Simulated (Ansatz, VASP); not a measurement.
**Two plane-wave programs on AgCl**

The input POSCAR:

```
AgCl
1.0
    0.0000000000      2.9932461729      2.9932461729
    2.9932461729      0.0000000000      2.9932461729
    2.9932461729      2.9932461729      0.0000000000
Ag Cl
1 1
Direct
    0.0000000000      0.0000000000      0.0000000000
    0.2500000000      0.2500000000      0.2500000000
```

File INCAR.step1:

```
PREC = Accurate ; ENCUT = 520
EDIFF = 1E-5 ; ISMEAR = 0
SIGMA = 0.01 ; LREAL = F
LASPH = T ; NELM = 80
ALGO = Normal ; ISIF = 2
LWAVE = T ; LCHARG = F
GGA = PE ; NBANDS = 16
```

The input INCAR.step2:

```
PREC = Accurate ; ENCUT = 520
EDIFF = 1E-6 ; ISMEAR = 0
SIGMA = 0.01 ; LREAL = F
LASPH = T ; NELM = 80
ALGO = Normal ; ISIF = 2
LWAVE = F ; LCHARG = F
GGA = PE ; LHFCALC = T
AEXX = 0.3 ; PRECFOCK = Normal
ISTART = 1 ; NBANDS = 16
```

KPOINTS

```
regular mesh
0
Gamma
  4 4 4
```

Input for Ansatz:

```yaml
crystal:
  lattice:
    - [0.0, 2.9932461729, 2.9932461729]
    - [2.9932461729, 0.0, 2.9932461729]
    - [2.9932461729, 2.9932461729, 0.0]
  atoms:
    - { symbol: Ag, position: [0.0, 0.0, 0.0] }
    - { symbol: Cl, position: [0.25, 0.25, 0.25] }
kpoints:
  mp_grid: { grid: [4, 4, 4] }
hamiltonian:
  xc: { exchange: pbe, correlation: pbe, exx: { coeff: 0.3 } }
scf:
  occupations: { method: fixed }
  n_extra_bands: 4
output:
  forces: true
  stress: true
  eigenvalues: true
```

Alike in both runs: task single point; functional PBE-based global hybrid with a share of 0.3 of exact exchange; k mesh 4 × 4 × 4; no spin polarisation.

```csv
,VASP,Ansatz
version,VASP 6.6.1,Ansatz 0.2.0
potentials or method,"VASP PAW PBE potentials, release 64 (Ag, Cl)",plane waves
plane-wave cutoff (eV),520,420
occupations,"gaussian, width 0.01 eV",fixed
valence electrons in the cell,18,26
```

|  | VASP | Ansatz | Ansatz less VASP |
| --- | --- | --- | --- |
| gap on the k mesh at the Fermi level (eV) | 3.89 | 3.89 | -0.004 |
| pressure (GPa) | 0.8 | 1.0 | +0.24 |

VASP's potentials were made for PBE, not for PBE-based global hybrid. VASP's potentials hold 18 valence electrons a cell and Ansatz's 26, so a difference there can come from the potentials and not from the codes. Ansatz's warnings: stress exchange threshold loose, stress scf threshold loose.

The k mesh is coarse, so the values compare programs but aren't converged.
